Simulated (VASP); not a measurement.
# Zn (Fm-3m) in VASP: settings compared

Aim: see how the results for Zn move with the level of theory and the settings. Levels: PBEsol, LDA. Tasks: single point.

Program: VASP 6.6.1. These are calculated values, not measurements. Logs are shortened: lines on timing, memory, paths and dates and some standing lists are left out, and cuts for length are marked.

### Step 1. The cell of the first run

It takes space group Fm-3m (No. 225, cubic). The conventional cell has a = 3.876 Å, b = 3.876 Å, c = 3.876 Å, α = 90.00°, β = 90.00°, γ = 90.00°. Zn (site symmetry m-3m) has 12 Zn at 2.74 Å within 3.6 Å.

### Step 2. Single point, PBEsol (volume scaled by 0.96)

The input, INCAR:

```
SYSTEM = Zn
  PREC = Accurate
  ENCUT = 520
  EDIFF = 1E-6
  ISMEAR = -1
  SIGMA = 0.05
  LREAL = .False.
  LASPH = .True.
  NELM = 100
  ALGO = Fast
  ISIF = 2
  LWAVE = .False.
  LCHARG = .True.
  GGA = PS
  LELF = .True.
  LVHAR = .True.
  NBANDS = 12
```

The input, KPOINTS:

```
regular mesh
0
Gamma
  12 12 12
  0 0 0
```

The input, POSCAR:

```
Zn
1.0
    0.0000000000      1.9382217178      1.9382217178
    1.9382217178      0.0000000000      1.9382217178
    1.9382217178      1.9382217178      0.0000000000
Zn
1
Direct
    0.0000000000      0.0000000000      0.0000000000
```

Potentials or basis: VASP PAW PBE potentials, release 64 (Zn).

Started as:

```
$ cat potpaw_PBE.64/Zn/POTCAR > POTCAR
$ mpirun -np 1 vasp_std > vasp.out
```

OUTCAR:

```text
SYSTEM = Zn
   PREC = Accurate
   ENCUT = 520
   EDIFF = 1E-6
   ISMEAR = -1
   LREAL = .False.
   LASPH = .True.
   NELM = 100
   ISIF = 2
   GGA = PS

 ion  position               nearest neighbor table
   1  0.000  0.000  0.000-

  LATTYP: Found a face centered cubic cell.
 ALAT       =     3.8764434356

  Lattice vectors:

 A1 = (   0.0000000000,   1.9382217178,   1.9382217178)
 A2 = (   1.9382217178,   0.0000000000,   1.9382217178)
 A3 = (   1.9382217178,   1.9382217178,   0.0000000000)

Analysis of symmetry for initial positions (statically):
=====================================================================
 Subroutine PRICEL returns:
 Original cell was already a primitive cell.

 Routine SETGRP: Setting up the symmetry group for a
 face centered cubic supercell.

 Subroutine GETGRP returns: Found 48 space group operations
 (whereof 48 operations were pure point group operations)
 out of a pool of 48 trial point group operations.

The static configuration has the point symmetry O_h .

Analysis of symmetry for dynamics (positions and initial velocities):
=====================================================================
 Subroutine PRICEL returns:
 Original cell was already a primitive cell.

 Routine SETGRP: Setting up the symmetry group for a
 face centered cubic supercell.

 Subroutine GETGRP returns: Found 48 space group operations
 (whereof 48 operations were pure point group operations)
 out of a pool of 48 trial point group operations.

The dynamic configuration has the point symmetry O_h .

 Subroutine INISYM returns: Found 48 space group operations
 (whereof 48 operations are pure point group operations),
 and found     1 'primitive' translations

----------------------------------------------------------------------------------------

                                     Primitive cell

  volume of cell :      14.5626

  direct lattice vectors                    reciprocal lattice vectors
     0.000000000  1.938221718  1.938221718    -0.257968423  0.257968423  0.257968423
     1.938221718  0.000000000  1.938221718     0.257968423 -0.257968423  0.257968423
     1.938221718  1.938221718  0.000000000     0.257968423  0.257968423 -0.257968423

  length of vectors
     2.741059440  2.741059440  2.741059440     0.446814415  0.446814415  0.446814415

  position of ions in fractional coordinates (direct lattice)
     0.000000000  0.000000000  0.000000000

  ion indices of the primitive-cell ions
   primitive index   ion index
                 1           1

----------------------------------------------------------------------------------------

 KPOINTS: regular mesh

Automatic generation of k-mesh.
 Grid dimensions read from file:
 generate k-points for:   12   12   12

 Generating k-lattice:

  Cartesian coordinates                     Fractional coordinates (reciprocal lattice)
    -0.021497369  0.021497369  0.021497369     0.083333333  0.000000000  0.000000000
     0.021497369 -0.021497369  0.021497369     0.000000000  0.083333333  0.000000000
     0.021497369  0.021497369 -0.021497369     0.000000000  0.000000000  0.083333333

  Length of vectors
     0.037234535  0.037234535  0.037234535

  Shift w.r.t. Gamma in fractional coordinates (k-lattice)
     0.000000000  0.000000000  0.000000000

 Subroutine IBZKPT returns following result:
 ===========================================

 Found     72 irreducible k-points:

 Following reciprocal coordinates:
            Coordinates               Weight
  0.000000  0.000000  0.000000      1.000000
  0.083333  0.000000  0.000000      8.000000
  0.166667  0.000000  0.000000      8.000000
  0.250000  0.000000  0.000000      8.000000
  0.333333  0.000000  0.000000      8.000000
  0.416667  0.000000  0.000000      8.000000
[... 16 lines left out ...]
  0.500000  0.166667  0.000000     24.000000
 -0.416667  0.166667  0.000000     24.000000
 [... further k-points ...]
   k-points           NKPTS =     72   k-points in BZ     NKDIM =     72   number of bands    NBANDS=     12
   number of dos      NEDOS =    301   number of ions     NIONS =      1
   total plane-waves  NPLWV =   8000
   dimension x,y,z NGX =    20 NGY =   20 NGZ =   20
   dimension x,y,z NGXF=    40 NGYF=   40 NGZF=   40
   ions per type =               1
   NGX,Y,Z   is equivalent  to a cutoff of  12.13, 12.13, 12.13 a.u.
   NGXF,Y,Z  is equivalent  to a cutoff of  24.26, 24.26, 24.26 a.u.
 SYSTEM =  Zn
   PREC   = accura    normal or accurate (medium, high low for compatibility)
   ISTART =      0    job   : 0-new  1-cont  2-samecut
   ICHARG =      2    charge: 1-file 2-atom 10-const
   ISPIN  =      1    spin polarized calculation?
   LNONCOLLINEAR =      F non collinear calculations
   LSORBIT =      F    spin-orbit coupling
   LASPH  =      T    aspherical Exc in radial PAW
   ENCUT  =  520.0 eV  38.22 Ry    6.18 a.u.   5.10  5.10  5.10*2*pi/ulx,y,z
   NELM   =    100;   NELMIN=  2; NELMDL= -5     # of ELM steps
   EDIFF  = 0.1E-05   stopping-criterion for ELM
   LREAL  =      F    real-space projection
   EDIFFG = 0.1E-04   stopping-criterion for IOM
   NSW    =      0    number of steps for IOM
   IBRION =     -1    ionic relax: 0-MD 1-quasi-New 2-CG
   NFREE  =      0    steps in history (QN), initial steepest desc. (CG)
   ISIF   =      2    stress and relaxation
   ISYM   =      2    0-nonsym 1-usesym 2-fastsym
   POTIM  = 0.5000    time-step for ionic-motion
   TEBEG  =    0.0;   TEEND  =   0.0 temperature during run
   PSTRESS=    0.0 pullay stress
   NELECT =      12.0000    total number of electrons
   NUPDOWN=      -1.0000    fix difference up-down
   EMIN   =  10.00;   EMAX   =-10.00  energy-range for DOS
   EFERMI =   0.00;   METHOD = LEGACY
   ISMEAR =    -1;   SIGMA  =   0.05  broadening in eV -4-tet -1-fermi 0-gaus
   EFERMI_NEDOS =   21; number of points for ismear=-14 and -15
   IALGO  =     68    algorithm
   IMIX   =      4    mixing-type and parameters
     AMIX     =   0.40;   BMIX     =  1.00
     AMIX_MAG =   1.60;   BMIX_MAG =  1.00
  volume/ion in A,a.u.               =      14.56        98.27
  Fermi-wavevector in a.u.,A,eV,Ry     =   1.534812  2.900374 32.050526  2.355647
  Thomas-Fermi vector in A             =   2.641688
   LORBIT       =      0    0 simple, 1 ext, 2 COOP (PROOUT), +10 PAW based schemes
   GGA     = PS    functional components
   LHFCALC =     F    Hartree Fock is set to
   AEXX    =    0.0000 exact exchange contribution
   IVDW    =     0    specifies the selected vdW correction
   LEPSILON=     F    determine dielectric tensor
   LRPA    =     F    only Hartree local field effects (RPA)
 non-spin polarized calculation
 RMM-DIIS sequential band-by-band and
  energy-cutoff  :      520.00
  volume of cell :       14.56
 maximum number of plane-waves:       403
   NGX = 11   NGY = 11   NGZ = 11

 number of electron      11.9999994 magnetization

 Free energy of the ion-electron system (eV)
  ---------------------------------------------------
  ext. energy  EPLUGINS =         0.00000000
  ---------------------------------------------------
  free energy    TOTEN  =        -1.55046842 eV

  energy without entropy =       -1.54750509  energy(sigma->0) =       -1.54898675

 E-fermi :   3.1488     XC(G=0): -11.9421

 val. band max:        3.1455947415   @ k =  -0.3333   0.3333   0.1667
 cond. band min:       3.2197786866   @ k =  -0.4167   0.0833   0.0000
 fundamental gap:      0.0741839451
 Fermi energy:         3.1488236328

 k-point     1 :       0.0000    0.0000    0.0000
  band No.  band energies     occupation
      1      -7.4964      2.00000
      2      -4.4981      2.00000
      3      -4.4981      2.00000
      4      -4.4981      2.00000
      5      -4.0841      2.00000
      6      -4.0841      2.00000
      7      22.0212      0.00000
      8      22.0213      0.00000
      9      22.0213      0.00000
     10      22.4309      0.00000
     11      24.7481      0.00000
     12      24.7481      0.00000

 k-point     2 :       0.0833    0.0000    0.0000
  band No.  band energies     occupation
      1      -7.2813      2.00000
      2      -4.5165      2.00000
      3      -4.4731      2.00000
      4      -4.4731      2.00000
      5      -4.0910      2.00000
      6      -4.0910      2.00000
      7      18.7952      0.00000
      8      21.3786      0.00000
      9      21.3786      0.00000
     10      22.2477      0.00000
     11      25.7583      0.00000
     12      25.7583      0.00000

 k-point     3 :       0.1667    0.0000    0.0000
  band No.  band energies     occupation
      1      -6.6619      2.00000
      2      -4.5381      2.00000
      3      -4.4231      2.00000
      4      -4.4231      2.00000
      5      -4.0899      2.00000
      6      -4.0899      2.00000
      7      14.6309      0.00000
      8      20.4232      0.00000
      9      20.4232      0.00000
     10      22.0355      0.00000
     11      27.3822      0.00000
     12      27.5718      0.00000

 k-point     4 :       0.2500    0.0000    0.0000
  band No.  band energies     occupation
      1      -5.8141      2.00000
      2      -4.4119      2.00000
      3      -4.4119      2.00000
      4      -4.3687      2.00000
      5      -4.0281      2.00000
      6      -4.0281      2.00000
      7      10.7162      0.00000
      8      19.6780      0.00000
      9      19.6781      0.00000
     10      21.7094      0.00000
     11      25.6095      0.00000
     12      25.6096      0.00000

 k-point     5 :       0.3333    0.0000    0.0000
  band No.  band energies     occupation
      1      -5.3615      2.00000
      2      -4.4479      2.00000
      3      -4.4479      2.00000
      4      -3.9150      2.00000
      5      -3.9150      2.00000
      6      -3.3685      2.00000
      7       7.1445      0.00000
      8      19.2045      0.00000
      9      19.2045      0.00000
     10      21.3382      0.00000
     11      23.9913      0.00000
     12      23.9913      0.00000
[... 228 lines left out ...]
      1      -5.1721      2.00000
      2      -4.6746      2.00000
      3      -4.4097      2.00000
      4      -4.2572      2.00000
      5      -3.8718      2.00000
      6      -3.3598      2.00000
      7      10.1515      0.00000
      8      15.5850      0.00000
      9      16.8557      0.00000
     10      18.2727      0.00000
     11      23.5504      0.00000
     12      29.9261      0.00000

 k-point    22 :       0.4167    0.1667    0.0000
  band No.  band energies     occupation
      1      -5.0767      2.00000
      2      -4.5631      2.00000
      3      -4.3530      2.00000
      4      -4.2928      2.00000
      5      -3.7895      2.00000
      6      -1.9259      2.00000
      7       6.7279      0.00000
      8      15.1162      0.00000
      9      15.4538      0.00000
     10      18.1820      0.00000
     11      26.5036      0.00000
     12      28.2870      0.00000

 k-point    23 :       0.5000    0.1667    0.0000
  band No.  band energies     occupation
      1      -5.0806      2.00000
      2      -4.5951      2.00000
      3      -4.3306      2.00000
      4      -4.1966      2.00000
      5      -3.7682      2.00000
      6       0.0838      2.00000
      7       3.7113      0.00003
      8      13.7713      0.00000
      9      15.8061      0.00000
     10      18.4076      0.00000
     11      27.0326      0.00000
     12      27.8834      0.00000

 k-point    24 :      -0.4167    0.1667    0.0000
  band No.  band energies     occupation
      1      -5.0639      2.00000
      2      -4.5975      2.00000
      3      -4.3485      2.00000
      4      -4.1349      2.00000
      5      -3.8262      2.00000
      6       0.8144      2.00000
      7       2.8540      1.99452
      8      12.8502      0.00000
      9      16.6410      0.00000
     10      18.9717      0.00000
     11      26.1770      0.00000
     12      27.3110      0.00000

 [... further k-points ...]
[... 5 lines left out ...]
  --------------------------------------------------------------------------------------
  -------------------------------------------------------------------------------------
  Total       -0.1927691     -0.1927691     -0.1927691      0.0000000     -0.0000000     -0.0000000
  in kB      -21.2083863    -21.2083863    -21.2083863      0.0000000     -0.0000000     -0.0000000
  external PRESSURE =     -21.2083863 kB  Pullay stress =       0.0000000 kB

 VOLUME and BASIS-vectors are now :
 -----------------------------------------------------------------------------
  energy-cutoff  :      520.00
  volume of cell :       14.56
      direct lattice vectors                 reciprocal lattice vectors
     0.000000000  1.938221718  1.938221718    -0.257968423  0.257968423  0.257968423
     1.938221718  0.000000000  1.938221718     0.257968423 -0.257968423  0.257968423
     1.938221718  1.938221718  0.000000000     0.257968423  0.257968423 -0.257968423

 POSITION                                       TOTAL-FORCE (eV/Angst)
 -----------------------------------------------------------------------------------
      0.00000      0.00000      0.00000         0.000000      0.000000     -0.000000
 -----------------------------------------------------------------------------------
    total drift:                               -0.000000     -0.000000     -0.000000

  FREE ENERGIE OF THE ION-ELECTRON SYSTEM (eV)
  ---------------------------------------------------
  free  energy   TOTEN  =        -1.5504684180 eV

  energy  without entropy=       -1.5475050858  energy(sigma->0) =       -1.54898675
```

Run time: 26 s. Hardware: 1 thread of AMD EPYC 7R13, shared host; peak memory 0.1 GiB.

What came out:

* Free energy: -1.5505 eV
* Pressure: -2.1 GPa
* Band gap on the k mesh: zero (band 6 reaches 5.47 eV, above the bottom of band 7 at 1.89 eV)

Caveat: the PAW data sets were made with another functional, which shifts forces and pressure a little.

(Part 1 of 2 ends here.)
